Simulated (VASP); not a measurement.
A run of VASP 6.6.1:

INCAR

```
SYSTEM = AlAs
ALGO = Normal
EDIFF = 1E-6
ENCUT = 500
GGA = CA
GGA_COMPAT = .FALSE.
ISIF = 2
ISMEAR = 0
LASPH = .TRUE.
LCHARG = .TRUE.
LELF = .TRUE.
LREAL = .FALSE.
LVHAR = .TRUE.
LWAVE = .FALSE.
NBANDS = 11
NELM = 120
PREC = Accurate
SIGMA = 0.01
```

KPOINTS

```
k-points
0
G
  8 8 8
  0 0 0
```

Contents of POSCAR:

```
AlAs
1.0
    0.0000000000      2.7956543440      2.7956543440
    2.7956543440      0.0000000000      2.7956543440
    2.7956543440      2.7956543440      0.0000000000
Al As
1 1
Direct
    0.0000000000      0.0000000000      0.0000000000
    0.7500000000      0.7500000000      0.7500000000
```

Potentials or basis: VASP PAW LDA potentials, release 64 (Al, As).

Command:

```bash
$ cat potpaw_LDA.64/Al/POTCAR potpaw_LDA.64/As/POTCAR > POTCAR
$ mpirun -np 1 vasp_std > vasp.out
```

Hardware: 1 thread of Intel(R) Xeon(R) Platinum 8488C (Sapphire Rapids), with other jobs on the host.

Task: Estimate the wall time of this run.

Result: It took 8 s on 1 thread of Intel(R) Xeon(R) Platinum 8488C (Sapphire Rapids) (shared host), peak memory 0.15 GiB. Counts: scf iterations 12, k points 29.
